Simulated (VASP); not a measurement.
# BiO (P4/nmm) in VASP: single point with PBE

Aim: the single point of BiO with PBE.

Everything below comes from runs of VASP 6.6.1. Logs are shortened: lines on timing, memory, paths and dates and some standing lists are left out, and cuts for length are marked.

### Step 1. The cell of the first run

The structure is tetragonal, space group P4/nmm (No. 129). The conventional cell has a = 4.102 Å, b = 4.102 Å, c = 4.907 Å, α = 90.00°, β = 90.00°, γ = 90.00°. Bi (site symmetry 4mm) has 4 O at 2.37 Å within 3.1 Å. O (site symmetry -4m2) has 4 Bi at 2.37 Å and 4 O at 2.90 Å within 3.1 Å.

### Step 2. Single point, PBE

INCAR reads:

```
SYSTEM = BiO
ALGO = Normal
EDIFF = 1E-6
ENCUT = 600
GGA = PE
GGA_COMPAT = .False.
ISIF = 2
ISMEAR = 0
LASPH = .True.
LCHARG = .False.
LREAL = .False.
LWAVE = .False.
NBANDS = 29
NELM = 120
PREC = Accurate
SIGMA = 0.2
```

KPOINTS reads:

```
k-points
0
Gamma
  5 5 4
  0 0 0
```

POSCAR reads:

```
BiO
1.0
    4.1016413284      0.0000000000      0.0000000000
    0.0000000000      4.1016413284      0.0000000000
    0.0000000000      0.0000000000      4.9068117763
Bi O
2 2
Direct
    0.0000000000      0.5000000000      0.2440529553
    0.5000000000      0.0000000000      0.7559470447
    0.5000000000      0.5000000000      0.0000000000
    0.0000000000      0.0000000000      0.0000000000
```

Potentials or basis: VASP PAW PBE potentials, release 64 (Bi_d, O).

The run is started by

```sh
$ cat potpaw_PBE.64/Bi_d/POTCAR potpaw_PBE.64/O/POTCAR > POTCAR
$ mpirun -np 1 vasp_std > vasp.out
```

OUTCAR:

```text
SYSTEM = BiO
   EDIFF = 1E-6
   ENCUT = 600
   GGA = PE
   ISIF = 2
   ISMEAR = 0
   LASPH = .True.
   LREAL = .False.
   NELM = 120
   PREC = Accurate

 ion  position               nearest neighbor table
   1  0.000  0.500  0.244-   3 2.37   4 2.37   4 2.37   3 2.37   2 3.76   2 3.76   2 3.76   2 3.76
                             2 3.84   2 3.84   2 3.84   2 3.84
   2  0.500  0.000  0.756-   3 2.37   4 2.37   3 2.37   4 2.37   1 3.76   1 3.76   1 3.76   1 3.76
                             1 3.84   1 3.84   1 3.84   1 3.84
   3  0.500  0.500  0.000-   1 2.37   2 2.37   2 2.37   1 2.37
   4  0.000  0.000  0.000-   1 2.37   2 2.37   1 2.37   2 2.37

  LATTYP: Found a simple tetragonal cell.
 ALAT       =     4.1016413284
 C/A-ratio  =     1.1963044507

  Lattice vectors:

 A1 = (   4.1016413284,   0.0000000000,   0.0000000000)
 A2 = (   0.0000000000,   4.1016413284,   0.0000000000)
 A3 = (   0.0000000000,   0.0000000000,   4.9068117763)

Analysis of symmetry for initial positions (statically):
=====================================================================
 Subroutine PRICEL returns:
 Original cell was already a primitive cell.

 Routine SETGRP: Setting up the symmetry group for a
 simple tetragonal supercell.

 Subroutine GETGRP returns: Found 16 space group operations
 (whereof  8 operations were pure point group operations)
 out of a pool of 16 trial point group operations.

The static configuration has the point symmetry D_2d.
 The point group associated with its full space group is D_4h.

Analysis of symmetry for dynamics (positions and initial velocities):
=====================================================================
 Subroutine PRICEL returns:
 Original cell was already a primitive cell.

 Routine SETGRP: Setting up the symmetry group for a
 simple tetragonal supercell.

 Subroutine GETGRP returns: Found 16 space group operations
 (whereof  8 operations were pure point group operations)
 out of a pool of 16 trial point group operations.

The dynamic configuration has the point symmetry D_2d.
 The point group associated with its full space group is D_4h.

 Subroutine INISYM returns: Found 16 space group operations
 (whereof  8 operations are pure point group operations),
 and found     1 'primitive' translations

[... 87 lines left out ...]
   LSORBIT =      F    spin-orbit coupling
   LASPH  =      T    aspherical Exc in radial PAW
   ENCUT  =  600.0 eV  44.10 Ry    6.64 a.u.   8.19  8.19  9.80*2*pi/ulx,y,z
   NELM   =    120;   NELMIN=  2; NELMDL= -5     # of ELM steps
   EDIFF  = 0.1E-05   stopping-criterion for ELM
   LREAL  =      F    real-space projection
   EDIFFG = 0.1E-04   stopping-criterion for IOM
   NSW    =      0    number of steps for IOM
   IBRION =     -1    ionic relax: 0-MD 1-quasi-New 2-CG
   NFREE  =      0    steps in history (QN), initial steepest desc. (CG)
   ISIF   =      2    stress and relaxation
   ISYM   =      2    0-nonsym 1-usesym 2-fastsym
   POTIM  = 0.5000    time-step for ionic-motion
   TEBEG  =    0.0;   TEEND  =   0.0 temperature during run
   PSTRESS=    0.0 pullay stress
   NELECT =      42.0000    total number of electrons
   NUPDOWN=      -1.0000    fix difference up-down
   EMIN   =  10.00;   EMAX   =-10.00  energy-range for DOS
   EFERMI =   0.00;   METHOD = LEGACY
   ISMEAR =     0;   SIGMA  =   0.20  broadening in eV -4-tet -1-fermi 0-gaus
   EFERMI_NEDOS =   21; number of points for ismear=-14 and -15
   IALGO  =     38    algorithm
   IMIX   =      4    mixing-type and parameters
     AMIX     =   0.40;   BMIX     =  1.00
     AMIX_MAG =   1.60;   BMIX_MAG =  1.00
  volume/ion in A,a.u.               =      20.64       139.27
  Fermi-wavevector in a.u.,A,eV,Ry     =   1.306932  2.469743 23.239722  1.708071
  Thomas-Fermi vector in A             =   2.437701
   LORBIT       =      0    0 simple, 1 ext, 2 COOP (PROOUT), +10 PAW based schemes
   GGA     = PE    functional components
   LHFCALC =     F    Hartree Fock is set to
   AEXX    =    0.0000 exact exchange contribution
   IVDW    =     0    specifies the selected vdW correction
   LEPSILON=     F    determine dielectric tensor
   LRPA    =     F    only Hartree local field effects (RPA)
 non-spin polarized calculation
 Gauss-broadening in eV      SIGMA  =   0.20
  energy-cutoff  :      600.00
  volume of cell :       82.55
 maximum number of plane-waves:      2780
 NGX is ok and might be reduce to    36
   NGX = 17   NGY = 17   NGZ = 19

 number of electron      41.9999999 magnetization

 Free energy of the ion-electron system (eV)
  ---------------------------------------------------
  ext. energy  EPLUGINS =         0.00000000
  ---------------------------------------------------
  free energy    TOTEN  =       -20.27700601 eV

  energy without entropy =      -20.20374873  energy(sigma->0) =      -20.24037737

 E-fermi :   6.9571     XC(G=0): -10.0173

 val. band max:        6.9452307210   @ k =   0.4000   0.0000   0.2500
 cond. band min:       6.9623973122   @ k =   0.2000   0.0000   0.2500
 fundamental gap:      0.0171665912
 Fermi energy:         6.9570638745

 k-point     1 :       0.0000    0.0000    0.0000
  band No.  band energies     occupation
      1     -16.9107      2.00000
      2     -16.7571      2.00000
      3     -16.7571      2.00000
      4     -16.7383      2.00000
      5     -16.7200      2.00000
      6     -16.7098      2.00000
[... 565 lines left out ...]
     28      15.3108      0.00000
     29      17.7994      0.00000

------------------------ aborting loop because EDIFF is reached ----------------------------------------

  FORCE on cell =-STRESS in cart. coord.  units (eV):
  Direction    XX          YY          ZZ          XY          YZ          ZX
  --------------------------------------------------------------------------------------
  -------------------------------------------------------------------------------------
  Total        0.2539325      0.2539325     -0.0207855      0.0000000      0.0000000      0.0000000
  in kB        4.9284930      4.9284930     -0.4034189      0.0000000      0.0000000      0.0000000
  external PRESSURE =       3.1511890 kB  Pullay stress =       0.0000000 kB

 VOLUME and BASIS-vectors are now :
 -----------------------------------------------------------------------------
  energy-cutoff  :      600.00
  volume of cell :       82.55
      direct lattice vectors                 reciprocal lattice vectors
     4.101641328  0.000000000  0.000000000     0.243804838  0.000000000  0.000000000
     0.000000000  4.101641328  0.000000000     0.000000000  0.243804838  0.000000000
     0.000000000  0.000000000  4.906811776     0.000000000  0.000000000  0.203798321

 POSITION                                       TOTAL-FORCE (eV/Angst)
 -----------------------------------------------------------------------------------
      0.00000      2.05082      1.19752        -0.000000      0.000000      0.037955
      2.05082      0.00000      3.70929         0.000000     -0.000000     -0.037955
      2.05082      2.05082      0.00000         0.000000      0.000000     -0.000000
      0.00000      0.00000      0.00000         0.000000     -0.000000     -0.000000
 -----------------------------------------------------------------------------------
    total drift:                                0.000000      0.000000      0.000000

  FREE ENERGIE OF THE ION-ELECTRON SYSTEM (eV)
  ---------------------------------------------------
  free  energy   TOTEN  =       -20.2770060130 eV

  energy  without entropy=      -20.2037487325  energy(sigma->0) =      -20.24037737
```

OSZICAR:

```text
N       E                     dE             d eps       ncg     rms          rms(c)
DAV:   1     0.494685257348E+03    0.49469E+03   -0.23408E+04  1044   0.193E+03
DAV:   2     0.416476567594E+02   -0.45304E+03   -0.43707E+03  1062   0.504E+02
DAV:   3    -0.211782733125E+02   -0.62826E+02   -0.60838E+02  1243   0.186E+02
DAV:   4    -0.242633440313E+02   -0.30851E+01   -0.30542E+01  1149   0.412E+01
DAV:   5    -0.243727647369E+02   -0.10942E+00   -0.10939E+00  1498   0.803E+00    0.120E+01
DAV:   6    -0.206847143481E+02    0.36881E+01   -0.25935E+01  1625   0.463E+01    0.618E+00
DAV:   7    -0.203012531029E+02    0.38346E+00   -0.40412E+00  1237   0.113E+01    0.230E+00
DAV:   8    -0.202872662215E+02    0.13987E-01   -0.37657E-01  1219   0.348E+00    0.853E-01
DAV:   9    -0.202773537653E+02    0.99125E-02   -0.51877E-02  1360   0.158E+00    0.191E-01
DAV:  10    -0.202774006242E+02   -0.46859E-04   -0.12150E-02  1409   0.790E-01    0.175E-01
DAV:  11    -0.202770060397E+02    0.39458E-03   -0.24584E-03  1450   0.286E-01    0.246E-02
DAV:  12    -0.202770079555E+02   -0.19158E-05   -0.15536E-04  1200   0.798E-02    0.983E-03
DAV:  13    -0.202770061613E+02    0.17943E-05   -0.15668E-05  1157   0.253E-02    0.308E-03
DAV:  14    -0.202770060130E+02    0.14821E-06   -0.31831E-06  1054   0.981E-03
   1 F= -.20277006E+02 E0= -.20240377E+02  d E =-.732573E-01
```

stdout:

```text
POSCAR found type information on POSCAR BiO
 POSCAR found :  2 types and       4 ions
 scaLAPACK will be used
 LDA part: xc-table for (Slater+PW92), standard interpolation
 POSCAR, INCAR and KPOINTS ok, starting setup
 FFT: planning ... GRIDC
 FFT: planning ... GRID_SOFT
 FFT: planning ... GRID
 WAVECAR not read
 entering main loop
```

It took 43 s on 1 thread of Intel Xeon 6975P-C, shared host; peak memory 0.23 GiB.

Results:

| Item | Value |
| --- | --- |
| Free energy | -20.2770 eV |
| Pressure | 0.3 GPa |
| Largest force | 0.038 eV/Å |
| Band gap on the k mesh | zero (band 21 reaches 7.72 eV, above the bottom of band 22 at 5.76 eV) |

Forces on the atoms (eV/Å):
```
Bi   0.000  0.000  0.038
Bi   0.000  0.000 -0.038
O    0.000  0.000  0.000
O    0.000  0.000  0.000
```

Stress tensor (GPa, compression positive):
```
 0.49  0.00  0.00
 0.00  0.49  0.00
 0.00  0.00 -0.04
```

Levels at points of the mesh, in eV from the Fermi level:
```
           k point  band 17  band 18  band 19  band 20  band 21  band 22  band 23  band 24  band 25  band 26
(0.00, 0.00, 0.00)    -3.77    -3.77    -3.70    -2.99    -0.97     2.12     2.29     2.29     3.12     3.12
(0.00, 0.00, 0.50)    -3.81    -3.81    -3.79    -3.06    -1.58     0.66     0.66     0.77     4.96     4.96
```

Caveat: spin-orbit coupling is left out, which moves the levels of the heavy elements.
